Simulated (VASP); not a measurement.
# Ba3SbP (Pm-3m) in VASP: a series of runs

Aim: see how the results for Ba3SbP move with the level of theory and the settings. Levels: PBE, BLYP, PBEsol. Tasks: single point.

Everything below comes from runs of VASP 6.6.1. Logs are shortened: lines on timing, memory, paths and dates and some standing lists are left out, and cuts for length are marked.

### 1 The cell of the first run

It takes space group Pm-3m (No. 221, cubic). The conventional cell has a = 6.113 Å, b = 6.113 Å, c = 6.113 Å, α = 90.00°, β = 90.00°, γ = 90.00°. Within 4.0 Å of Ba (site symmetry 4/mmm) lie 2 P at 3.06 Å. Sb (site symmetry m-3m) has 12 Ba at 4.32 Å and 8 P at 5.29 Å within 5.7 Å. P (site symmetry m-3m) has 6 Ba at 3.06 Å within 4.0 Å.

### 2 Single point, PBE, collinear spin, zero start

Contents of INCAR:

```
SYSTEM = Ba3SbP
  ALGO = Normal
  EDIFF = 1E-7
  ENCUT = 520
  GGA = PE
  ISIF = 2
  ISMEAR = 0
  ISPIN = 2
  LASPH = .True.
  LCHARG = .False.
  LORBIT = 11
  LREAL = .False.
  LWAVE = .False.
  MAGMOM = 0 0 0 0 0
  NBANDS = 32
  NELM = 150
  PREC = Accurate
  SIGMA = 0.1
```

Contents of KPOINTS:

```
Automatic mesh
0
Gamma
  1 1 1
  0.5 0.5 0.5
```

Contents of POSCAR:

```
Ba3SbP
1.0
    6.1131770000      0.0000000000      0.0000000000
    0.0000000000      6.1131770000      0.0000000000
    0.0000000000      0.0000000000      6.1131770000
Ba Sb P
3 1 1
Direct
    0.0000000000      0.5000000000      0.5000000000
    0.5000000000      0.0000000000      0.5000000000
    0.5000000000      0.5000000000      0.0000000000
    0.0000000000      0.0000000000      0.0000000000
    0.5000000000      0.5000000000      0.5000000000
```

Potentials or basis: VASP PAW PBE potentials, release 64 (Ba_sv, Sb, P).

The run is started by

```bash
> cat potpaw_PBE.64/Ba_sv/POTCAR potpaw_PBE.64/Sb/POTCAR potpaw_PBE.64/P/POTCAR > POTCAR
> mpirun -np 1 vasp_std > vasp.out
```

OUTCAR:

```text
SYSTEM = Ba3SbP
   EDIFF = 1E-7
   ENCUT = 520
   GGA = PE
   ISIF = 2
   ISMEAR = 0
   ISPIN = 2
   LASPH = .True.
   LORBIT = 11
   LREAL = .False.
   NELM = 150
   PREC = Accurate

 ion  position               nearest neighbor table
   1  0.000  0.500  0.500-   5 3.06   5 3.06   2 4.32   3 4.32   2 4.32   2 4.32   3 4.32   3 4.32
                             3 4.32   2 4.32
   2  0.500  0.000  0.500-   5 3.06   5 3.06   1 4.32   3 4.32   1 4.32   3 4.32   3 4.32   3 4.32
                             1 4.32   1 4.32
   3  0.500  0.500  0.000-   5 3.06   5 3.06   1 4.32   1 4.32   2 4.32   2 4.32   2 4.32   2 4.32
                             1 4.32   1 4.32
   4  0.000  0.000  0.000-
   5  0.500  0.500  0.500-   1 3.06   2 3.06   3 3.06   3 3.06   2 3.06   1 3.06

  LATTYP: Found a simple cubic cell.
 ALAT       =     6.1131770000

  Lattice vectors:

 A1 = (   6.1131770000,   0.0000000000,   0.0000000000)
 A2 = (   0.0000000000,   6.1131770000,   0.0000000000)
 A3 = (   0.0000000000,   0.0000000000,   6.1131770000)

Analysis of symmetry for initial positions (statically):
=====================================================================
 Subroutine PRICEL returns:
 Original cell was already a primitive cell.

 Routine SETGRP: Setting up the symmetry group for a
 simple cubic supercell.

 Subroutine GETGRP returns: Found 48 space group operations
 (whereof 48 operations were pure point group operations)
 out of a pool of 48 trial point group operations.

The static configuration has the point symmetry O_h .

Analysis of symmetry for dynamics (positions and initial velocities):
=====================================================================
 Subroutine PRICEL returns:
 Original cell was already a primitive cell.

 Routine SETGRP: Setting up the symmetry group for a
 simple cubic supercell.

 Subroutine GETGRP returns: Found 48 space group operations
 (whereof 48 operations were pure point group operations)
 out of a pool of 48 trial point group operations.

The dynamic configuration has the point symmetry O_h .

Analysis of structural, dynamic, and magnetic symmetry:
=====================================================================
 Subroutine PRICEL returns:
 Original cell was already a primitive cell.

 Routine SETGRP: Setting up the symmetry group for a
 simple cubic supercell.

 Subroutine GETGRP returns: Found 48 space group operations
 (whereof 48 operations were pure point group operations)
 out of a pool of 48 trial point group operations.

The overall configuration has the point symmetry O_h .

 Subroutine INISYM returns: Found 48 space group operations
 (whereof 48 operations are pure point group operations),
 and found     1 'primitive' translations

----------------------------------------------------------------------------------------

                                     Primitive cell

  volume of cell :     228.4551

  direct lattice vectors                    reciprocal lattice vectors
     6.113177000  0.000000000  0.000000000     0.163581064  0.000000000  0.000000000
     0.000000000  6.113177000  0.000000000     0.000000000  0.163581064  0.000000000
     0.000000000  0.000000000  6.113177000     0.000000000  0.000000000  0.163581064

  length of vectors
     6.113177000  6.113177000  6.113177000     0.163581064  0.163581064  0.163581064

  position of ions in fractional coordinates (direct lattice)
     0.000000000  0.500000000  0.500000000
     0.500000000  0.000000000  0.500000000
     0.500000000  0.500000000  0.000000000
     0.000000000  0.000000000  0.000000000
     0.500000000  0.500000000  0.500000000

  ion indices of the primitive-cell ions
   primitive index   ion index
                 1           1
                 2           2
                 3           3
                 4           4
                 5           5

----------------------------------------------------------------------------------------

 KPOINTS: Automatic mesh

Automatic generation of k-mesh.
 Grid dimensions read from file:
 generate k-points for:    1    1    1

 Generating k-lattice:

  Cartesian coordinates                     Fractional coordinates (reciprocal lattice)
     0.163581064  0.000000000  0.000000000     1.000000000  0.000000000  0.000000000
     0.000000000  0.163581064  0.000000000     0.000000000  1.000000000  0.000000000
     0.000000000  0.000000000  0.163581064     0.000000000  0.000000000  1.000000000

  Length of vectors
     0.163581064  0.163581064  0.163581064

  Shift w.r.t. Gamma in fractional coordinates (k-lattice)
     0.500000000  0.500000000  0.500000000

 Subroutine IBZKPT returns following result:
 ===========================================

 Found      1 irreducible k-points:

 Following reciprocal coordinates:
            Coordinates               Weight
  0.500000  0.500000  0.500000      1.000000
[... 60 lines left out ...]

 Free energy of the ion-electron system (eV)
  ---------------------------------------------------
  ext. energy  EPLUGINS =         0.00000000
  ---------------------------------------------------
  free energy    TOTEN  =       -22.69019695 eV

  energy without entropy =      -22.69019695  energy(sigma->0) =      -22.69019695

 E-fermi :   2.4305     XC(G=0):  -7.9025

 val. band max:        1.8648671705   @ k =   0.5000   0.5000   0.5000
 cond. band min:       3.7763016956   @ k =   0.5000   0.5000   0.5000
 fundamental gap:      1.9114345251
 Fermi energy:         2.4305026409

 spin component 1

 k-point     1 :       0.5000    0.5000    0.5000
  band No.  band energies     occupation
      1     -26.2509      1.00000
      2     -26.2509      1.00000
      3     -26.2509      1.00000
      4     -12.3122      1.00000
      5     -11.6528      1.00000
      6     -11.6528      1.00000
      7     -11.6528      1.00000
      8     -11.3027      1.00000
      9     -11.3027      1.00000
     10     -11.3027      1.00000
     11     -11.2519      1.00000
     12     -11.2519      1.00000
     13      -6.0971      1.00000
     14      -4.7459      1.00000
     15      -0.8370      1.00000
     16      -0.8370      1.00000
     17      -0.8370      1.00000
     18       1.8649      1.00000
     19       1.8649      1.00000
     20       1.8649      1.00000
     21       3.7763      0.00000
     22       3.7763      0.00000
     23       3.7763      0.00000
     24       4.0053      0.00000
     25       4.4420      0.00000
     26       4.4420      0.00000
     27       4.4420      0.00000
     28       5.9825      0.00000
     29       5.9825      0.00000
     30       7.2595      0.00000
     31       7.2595      0.00000
     32       7.2595      0.00000
 Fermi energy:         2.4305026409

 spin component 2

 k-point     1 :       0.5000    0.5000    0.5000
  band No.  band energies     occupation
      1     -26.2509      1.00000
      2     -26.2509      1.00000
      3     -26.2509      1.00000
      4     -12.3122      1.00000
      5     -11.6528      1.00000
      6     -11.6528      1.00000
      7     -11.6528      1.00000
      8     -11.3027      1.00000
      9     -11.3027      1.00000
     10     -11.3027      1.00000
     11     -11.2519      1.00000
     12     -11.2519      1.00000
     13      -6.0971      1.00000
     14      -4.7459      1.00000
     15      -0.8370      1.00000
     16      -0.8370      1.00000
     17      -0.8370      1.00000
     18       1.8649      1.00000
     19       1.8649      1.00000
     20       1.8649      1.00000
     21       3.7763      0.00000
     22       3.7763      0.00000
     23       3.7763      0.00000
     24       4.0053      0.00000
     25       4.4420      0.00000
     26       4.4420      0.00000
     27       4.4420      0.00000
     28       5.9825      0.00000
     29       5.9825      0.00000
     30       7.2595      0.00000
     31       7.2595      0.00000
     32       7.2595      0.00000

------------------------ aborting loop because EDIFF is reached ----------------------------------------

  FORCE on cell =-STRESS in cart. coord.  units (eV):
  Direction    XX          YY          ZZ          XY          YZ          ZX
  --------------------------------------------------------------------------------------
  -------------------------------------------------------------------------------------
  Total       -2.3917268     -2.3917268     -2.3917268      0.0000000     -0.0000000      0.0000000
  in kB      -16.7734051    -16.7734051    -16.7734051      0.0000000     -0.0000000      0.0000000
  external PRESSURE =     -16.7734051 kB  Pullay stress =       0.0000000 kB

 VOLUME and BASIS-vectors are now :
 -----------------------------------------------------------------------------
  energy-cutoff  :      520.00
  volume of cell :      228.46
      direct lattice vectors                 reciprocal lattice vectors
     6.113177000  0.000000000  0.000000000     0.163581064  0.000000000  0.000000000
     0.000000000  6.113177000  0.000000000     0.000000000  0.163581064  0.000000000
     0.000000000  0.000000000  6.113177000     0.000000000  0.000000000  0.163581064

 POSITION                                       TOTAL-FORCE (eV/Angst)
 -----------------------------------------------------------------------------------
      0.00000      3.05659      3.05659         0.000000      0.000000      0.000000
      3.05659      0.00000      3.05659         0.000000      0.000000      0.000000
      3.05659      3.05659      0.00000         0.000000      0.000000      0.000000
      0.00000      0.00000      0.00000         0.000000      0.000000      0.000000
      3.05659      3.05659      3.05659         0.000000      0.000000      0.000000
 -----------------------------------------------------------------------------------
    total drift:                                0.000000      0.000000     -0.000000

  FREE ENERGIE OF THE ION-ELECTRON SYSTEM (eV)
  ---------------------------------------------------
  free  energy   TOTEN  =       -22.6901969538 eV

  energy  without entropy=      -22.6901969538  energy(sigma->0) =      -22.69019695

 total charge

# of ion       s       p       d       tot
------------------------------------------
    1        2.023   5.615   0.249   7.887
    2        2.023   5.615   0.249   7.887
    3        2.023   5.615   0.249   7.887
    4        1.114   1.250   0.000   2.364
    5        1.116   1.402   0.000   2.518
--------------------------------------------------
tot          8.299  19.497   0.748  28.544

 magnetization (x)

# of ion       s       p       d       tot
------------------------------------------
    1       -0.000  -0.000  -0.000  -0.000
    2       -0.000  -0.000  -0.000  -0.000
    3       -0.000  -0.000  -0.000  -0.000
    4        0.000   0.000  -0.000   0.000
    5       -0.000  -0.000   0.000  -0.000
--------------------------------------------------
tot         -0.000  -0.000  -0.000  -0.000
```

It took 68 s on 1 thread of AMD EPYC 7R13, shared host; peak memory 0.36 GiB.

Results:

| Property | Result |
| --- | --- |
| Free energy | -22.6902 eV |
| Pressure | -1.7 GPa |
| Band gap on the k mesh | 1.91 eV |
| Net moment | 0.00 μB per cell |
| Valence electrons inside the program's atomic spheres | Ba 7.89; Sb 2.36; P 2.52 |

Levels at points of the mesh, in eV from the valence-band top:
Spin up:
```csv
k point,band 17,band 18,band 19,band 20,band 21,band 22,band 23,band 24
"(0.50, 0.50, 0.50)",-2.70,0.00,0.00,0.00,1.91,1.91,1.91,2.14
```
Spin down:
| k point | band 17 | band 18 | band 19 | band 20 | band 21 | band 22 | band 23 | band 24 |
| --- | --- | --- | --- | --- | --- | --- | --- | --- |
| (0.50, 0.50, 0.50) | -2.70 | 0.00 | 0.00 | 0.00 | 1.91 | 1.91 | 1.91 | 2.14 |

Caveat: the k points lie up to 1.03 Å⁻¹ apart; spin-orbit coupling is left out, which moves the levels of the heavy elements. A k mesh can miss the band edges.

### 3 Single point, BLYP

Contents of INCAR:

```
SYSTEM = Ba3SbP
  PREC = Accurate
  ENCUT = 520
  EDIFF = 1E-6
  ISMEAR = 0
  SIGMA = 0.1
  LREAL = .False.
  LASPH = .True.
  NELM = 60
  ALGO = Normal
  ISIF = 2
  LWAVE = .False.
  LCHARG = .False.
  GGA = B5
  ALDAX = 1.0
  AGGAX = 1.0
  AGGAC = 1.0
  ALDAC = 0.0
  NBANDS = 28
```

Contents of KPOINTS:

```
Automatic mesh
0
Gamma
  2 2 2
  0 0 0
```

POSCAR is that of step 2.

Potentials or basis: VASP PAW PBE potentials, release 64 (Ba_sv, Sb, P).

The run is started by

```bash
> cat potpaw_PBE.64/Ba_sv/POTCAR potpaw_PBE.64/Sb/POTCAR potpaw_PBE.64/P/POTCAR > POTCAR
> mpirun -np 1 vasp_std > vasp.out
```

Run time: 2.4 min. Hardware: 1 thread of AMD EPYC 7R13, shared host; peak memory 0.3 GiB.

Results (log left out):

* Free energy: -16.0106 eV
* Pressure: 2.0 GPa
* Band gap on the k mesh: 0.34 eV, direct

Levels at points of the mesh, in eV from the valence-band top:
```csv
k point,band 16,band 17,band 18,band 19,band 20,band 21,band 22,band 23,band 24,band 25
"(0.00, 0.00, 0.00)",-0.53,-0.53,0.00,0.00,0.00,0.34,0.48,0.48,0.50,0.50
"(0.50, 0.00, 0.00)",-1.65,-0.72,-0.72,-0.66,-0.66,0.77,1.42,1.47,2.00,2.27
"(0.50, 0.50, 0.00)",-2.34,-1.06,-1.06,-0.97,-0.92,1.81,1.81,1.99,2.07,2.07
"(0.50, 0.50, 0.50)",-2.51,-2.51,-0.70,-0.70,-0.70,1.55,1.55,1.55,1.59,2.16
```

Caveat: the k points lie up to 0.51 Å⁻¹ apart; the PAW data sets were made with another functional, which shifts forces and pressure a little; spin-orbit coupling is left out, which moves the levels of the heavy elements. A k mesh can miss the band edges.

### 4 Single point, PBEsol

Contents of INCAR:

```
PREC = Accurate
ENCUT = 520
EDIFF = 1E-6
ISMEAR = 1
SIGMA = 0.035
LREAL = F
LASPH = T
NELM = 80
ALGO = Normal
ISIF = 2
LWAVE = F
LCHARG = T
GGA = PS
LELF = T
LVHAR = T
NBANDS = 28
```

Contents of KPOINTS:

```
Automatic mesh
0
Gamma
  2 2 2
```

POSCAR is that of step 3.

The run is started by

```bash
> cat potpaw_PBE.64/Ba_sv/POTCAR potpaw_PBE.64/Sb/POTCAR potpaw_PBE.64/P/POTCAR > POTCAR
> mpirun -np 1 vasp_std > vasp.out
```

Wall time 71 s (1 thread of AMD EPYC 7R13, shared host); peak memory 0.29 GiB.

Results (log left out):

| Item | Value |
| --- | --- |
| Free energy | -20.1110 eV |
| Pressure | -0.4 GPa |
| Band gap on the k mesh | 0.13 eV, direct |

Levels at points of the mesh, in eV from the valence-band top:
```
           k point  band 18  band 19  band 20  band 21  band 22  band 23
(0.00, 0.00, 0.00)     0.00     0.00     0.00     0.13     0.35     0.35
(0.50, 0.00, 0.00)    -0.76    -0.69    -0.69     0.69     1.23     1.33
(0.50, 0.50, 0.00)    -1.13    -1.01    -0.94     1.71     1.71     1.86
(0.50, 0.50, 0.50)    -0.79    -0.79    -0.79     1.49     1.49     1.49
```

Caveat: the k points lie up to 0.51 Å⁻¹ apart; the PAW data sets were made with another functional, which shifts forces and pressure a little; spin-orbit coupling is left out, which moves the levels of the heavy elements.

### 5 Single point, PBEsol

Contents of INCAR:

```
SYSTEM = Ba3SbP
PREC = Accurate
ENCUT = 520
EDIFF = 1E-6
ISMEAR = 0
SIGMA = 0.1
LREAL = .False.
LASPH = .True.
NELM = 80
ALGO = Normal
ISIF = 2
LWAVE = .False.
LCHARG = .True.
GGA = PS
LELF = .True.
LVHAR = .True.
NBANDS = 28
ISYM = 0
```

Contents of KPOINTS:

```
Automatic mesh
0
Gamma
  2 2 2
  0.5 0.5 0
```

POSCAR is that of step 4.

The run is started by

```bash
> cat potpaw_PBE.64/Ba_sv/POTCAR potpaw_PBE.64/Sb/POTCAR potpaw_PBE.64/P/POTCAR > POTCAR
> mpirun -np 1 vasp_std > vasp.out
```

Run time: 2.9 min. Hardware: 1 thread of AMD EPYC 7R13, shared host; peak memory 0.33 GiB.

Results (log left out):

| Quantity | Value |
| --- | --- |
| Free energy | -20.9716 eV |
| Pressure | -1.4 GPa |
| Band gap on the k mesh | 1.73 eV, direct |

Levels at points of the mesh, in eV from the valence-band top:
```csv
k point,band 16,band 17,band 18,band 19,band 20,band 21,band 22,band 23,band 24,band 25
"(0.25, 0.25, 0.00)",-0.87,-0.48,-0.11,-0.08,0.00,1.73,1.77,1.92,2.27,2.32
```

Caveat: the k points lie up to 0.51 Å⁻¹ apart; the PAW data sets were made with another functional, which shifts forces and pressure a little; spin-orbit coupling is left out, which moves the levels of the heavy elements. Expect the measured gap to be larger: semilocal functionals such as PBEsol lack the derivative discontinuity.

### 6 Single point, PBE

Contents of INCAR:

```
SYSTEM = Ba3SbP
  PREC = Accurate
  ENCUT = 520
  EDIFF = 1E-6
  ISMEAR = 0
  SIGMA = 0.1
  LREAL = .False.
  LASPH = .True.
  NELM = 80
  ALGO = Normal
  ISIF = 2
  LWAVE = .False.
  LCHARG = .True.
  GGA = PE
  LELF = .True.
  LVHAR = .True.
  NBANDS = 28
```

Contents of KPOINTS:

```
regular mesh
0
Gamma
  4 4 4
  0 0 0
```

POSCAR is that of step 5.

Potentials or basis: VASP PAW PBE potentials, release 64 (Ba_sv, Sb, P).

The run is started by

```bash
> cat potpaw_PBE.64/Ba_sv/POTCAR potpaw_PBE.64/Sb/POTCAR potpaw_PBE.64/P/POTCAR > POTCAR
> mpirun -np 1 vasp_std > vasp.out
```

Wall time 2.6 min (1 thread of AMD EPYC 7R13, shared host); peak memory 0.32 GiB.

Results (log left out):

| Quantity | Value |
| --- | --- |
| Free energy | -19.4563 eV |
| Pressure | -0.1 GPa |
| Band gap on the k mesh | 0.29 eV, direct |

Levels at points of the mesh, in eV from the valence-band top:
| k point | band 18 | band 19 | band 20 | band 21 | band 22 | band 23 |
| --- | --- | --- | --- | --- | --- | --- |
| (0.00, 0.00, 0.00) | 0.00 | 0.00 | 0.00 | 0.29 | 0.49 | 0.49 |
| (0.50, 0.00, 0.00) | -0.73 | -0.64 | -0.64 | 0.86 | 1.37 | 1.47 |
| (0.50, 0.50, 0.00) | -1.09 | -0.94 | -0.91 | 1.87 | 1.87 | 2.02 |
| (0.50, 0.50, 0.50) | -0.76 | -0.76 | -0.76 | 1.62 | 1.62 | 1.62 |

Caveat: spin-orbit coupling is left out, which moves the levels of the heavy elements.

### 7 Single point, PBE

Contents of INCAR:

```
ALGO = Normal
EDIFF = 1E-7
ENCUT = 520
GGA = PE
ISIF = 2
ISMEAR = -1
LASPH = T
LCHARG = T
LELF = T
LREAL = F
LVHAR = T
LWAVE = F
NBANDS = 28
NELM = 80
PREC = Accurate
SIGMA = 0.1
```

Contents of KPOINTS:

```
k-points
0
Gamma
  4 4 4
```

POSCAR is that of step 6.

The run is started by

```bash
> cat potpaw_PBE.64/Ba_sv/POTCAR potpaw_PBE.64/Sb/POTCAR potpaw_PBE.64/P/POTCAR > POTCAR
> mpirun -np 1 vasp_std > vasp.out
```

Run time: 2.4 min. Hardware: 1 thread of AMD EPYC 7R13, shared host; peak memory 0.33 GiB.

Results (log left out):

- Free energy: -19.4593 eV
- Pressure: -0.1 GPa
- Band gap on the k mesh: 0.29 eV, direct

Levels at points of the mesh, in eV from the valence-band top:
```csv
k point,band 16,band 17,band 18,band 19,band 20,band 21,band 22,band 23,band 24,band 25
"(0.00, 0.00, 0.00)",-0.55,-0.55,0.00,0.00,0.00,0.29,0.50,0.50,0.59,0.59
"(0.50, 0.00, 0.00)",-1.69,-0.73,-0.73,-0.64,-0.64,0.87,1.37,1.47,2.13,2.36
"(0.50, 0.50, 0.00)",-2.35,-1.09,-1.09,-0.94,-0.90,1.87,1.87,2.03,2.21,2.21
"(0.50, 0.50, 0.50)",-2.51,-2.51,-0.76,-0.76,-0.76,1.63,1.63,1.63,1.72,2.36
```

Caveat: spin-orbit coupling is left out, which moves the levels of the heavy elements.

### 8 Overview

| level | spin | k mesh | smearing | gap on the mesh (eV) | pressure (GPa) |
| --- | --- | --- | --- | --- | --- |
| PBE | collinear, zero start | 1 × 1 × 1, shifted | gaussian 0.1 eV | 1.91 | -1.7 |
| BLYP | off | 2 × 2 × 2 | gaussian 0.1 eV | 0.34 | 2.0 |
| PBEsol | off | 2 × 2 × 2 | methfessel-paxton 0.035 eV | 0.13 | -0.4 |
| PBEsol | off | 2 × 2 × 2, shifted | gaussian 0.1 eV | 1.73 | -1.4 |
| PBE | off | 4 × 4 × 4 | gaussian 0.1 eV | 0.29 | -0.1 |
| PBE | off | 4 × 4 × 4 | fermi-dirac 0.1 eV | 0.29 | -0.1 |

Alike in all rows: task single point; potentials or basis VASP PAW PBE potentials, release 64 (Ba_sv, Sb, P); cell as given; cutoff (eV) 520.

Caveats: some runs use coarse meshes; spin-orbit coupling is left out, which moves the levels of the heavy elements; the PAW data sets were made with another functional, which shifts forces and pressure a little (some runs).

Absolute energies hang on the potentials; compare differences alone.
